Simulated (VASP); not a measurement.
Wanted: the native input for a VASP 6.6.1 run.

```
Task                   : single point
Functional             : PBE
Potentials or basis    : VASP PAW PBE potentials, release 64 (Pd)
Cutoff                 : 520 eV
k mesh                 : 12 × 12 × 12
Occupations            : fermi-dirac, width 0.05 eV
Spin                   : no spin polarisation
Dipole correction      : no
Further INCAR settings : ALGO = Fast; EDIFF = 1e-07; NBANDS = 11
```

The structure of Pd lies in POSCAR:

```
Pd
1.0
   -1.5722810000      1.5722810000      1.5722810000
    1.5722810000     -1.5722810000      1.5722810000
    1.5722810000      1.5722810000     -1.5722810000
Pd
1
Direct
    0.0000000000      0.0000000000      0.0000000000
```

One way to write it, as run:

INCAR

```
PREC     = Accurate       # precision mode
ENCUT    = 520            # plane-wave cutoff, eV
EDIFF    = 1E-7           # SCF threshold, eV
ISMEAR   = -1             # smearing method
SIGMA    = 0.05           # smearing width, eV
LREAL    = F              # projectors in reciprocal space
LASPH    = T              # aspherical terms in the spheres
NELM     = 80             # most SCF steps
ALGO     = Fast           # electronic algorithm
ISIF     = 2              # what is computed and relaxed
LWAVE    = F              # write WAVECAR
LCHARG   = T              # write CHGCAR
GGA      = PE             # functional
LELF     = T              # ELF
LVHAR    = T            
NBANDS   = 11             # bands
```

KPOINTS

```
Automatic mesh
0
Gamma
  12 12 12
```

Potentials or basis: VASP PAW PBE potentials, release 64 (Pd).

Command:

```console
$ cat potpaw_PBE.64/Pd/POTCAR > POTCAR
$ mpirun -np 1 vasp_std > vasp.out
```

Results of the run:

```json
{"Pressure": "-1.4 GPa", "Band gap on the k mesh": "zero (band 5 reaches 9.47 eV, above the bottom of band 6 at 7.93 eV)"}
```

Run time: 5.4 s on 1 thread of Intel(R) Xeon(R) 6975P-C (Granite Rapids), with other jobs on the host, peak memory 0.13 GiB.
